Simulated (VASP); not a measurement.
Sc: single point with PBEsol

Sc:

```
Sc
1.0
     0.00000    1.97274    1.97274
     1.97274    0.00000    1.97274
     1.97274    1.97274    0.00000
Sc
1
Direct
  0.00000 0.00000 0.00000
```

This isn't the form of Sc at room conditions, which is hcp.

* Program: VASP 6.6.1
* Task: single point
* Functional: PBEsol
* Potentials or basis: VASP PAW PBE potentials, release 64 (Sc_sv)
* Cutoff: 500 eV
* k mesh: 9 × 9 × 9
* Occupations: gaussian, width 0.05 eV
* Spin: no spin polarisation

```yaml
Pressure: 45.3 GPa
Band_gap_on_the_k_mesh: zero (an odd number of electrons rules out a gap without spin polarisation)
```

Levels at points of the mesh, in eV from the Fermi level:
```tsv
k point	band 2	band 3	band 4	band 5	band 6	band 7	band 8	band 9
(0.00, 0.00, 0.00)	-26.17	-26.17	-26.17	-5.64	2.03	2.03	2.03	4.54
```

Run time: 3.7 s on 1 thread of Intel(R) Xeon(R) Platinum 8488C (Sapphire Rapids), with other jobs on the host, peak memory 0.12 GiB.

Caveat: the cell stands under pressure; the PAW data sets were made with another functional, which shifts forces and pressure a little.
